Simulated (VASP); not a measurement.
Ca:

```
CELL_PARAMETERS angstrom
-2.02816 2.02816 2.02816
2.02816 -2.02816 2.02816
2.02816 2.02816 -2.02816
ATOMIC_POSITIONS crystal
Ca 0.00000 0.00000 0.00000
```

This isn't the form of Ca at room conditions, which is fcc.

| Item | Value |
| --- | --- |
| Program | VASP 6.6.1 |
| Task | relaxation of cell and atoms |
| Functional | PBE |
| Potentials or basis | VASP PAW PBE potentials, release 64 (Ca_sv) |
| Cutoff | 600 eV |
| k mesh | 13 × 13 × 13 |
| Occupations | fermi-dirac, width 0.08 eV |
| Spin | no spin polarisation |

At the start: pressure 5.6 GPa; volume 33.37 Å³/atom.

Question: How do energy, volume and symmetry change on relaxing?

Answer: Over 19 steps the energy falls by 130.7 meV/atom and the volume is 42.22 Å³/atom (+26.5 %); space group Im-3m (No. 229, to 0.1 Å) before and after.

Step by step:
```
step  energy change (eV)  largest force (eV/Å)  pressure (GPa)  volume (Å³)
   1              0.0000                0.0000            5.59        33.37
   2             -0.1195                0.0000            1.32        39.31
   3             -0.1289                0.0000           -0.46        43.40
   4             -0.1307                0.0000           -0.02        42.23
   5             -0.1307                0.0000            0.06        42.04
   6             -0.1307                0.0000            0.06        42.04
   7             -0.1307                0.0000            0.05        42.04
   8             -0.1307                0.0000            0.05        42.04
   9             -0.1307                0.0000            0.05        42.04
  10             -0.1307                0.0000            0.05        42.04
  11             -0.1307                0.0000            0.06        42.04
  12             -0.1307                0.0000            0.06        42.05
  13             -0.1307                0.0000            0.06        42.05
  14             -0.1307                0.0000            0.05        42.05
  15             -0.1307                0.0000            0.05        42.05
  16             -0.1307                0.0000            0.05        42.07
  17             -0.1307                0.0000            0.04        42.09
  18             -0.1307                0.0000            0.02        42.13
  19             -0.1307                0.0000           -0.02        42.22
```

Final structure:
```
Ca
1.0
    -2.19351    2.19351    2.19351
     2.19351   -2.19351    2.19351
     2.19351    2.19351   -2.19351
Ca
1
Cartesian
  2.1935 2.1935 -2.1935
```

Caveat: the volume moved by over 15 % at a fixed basis, so the end points are rough.
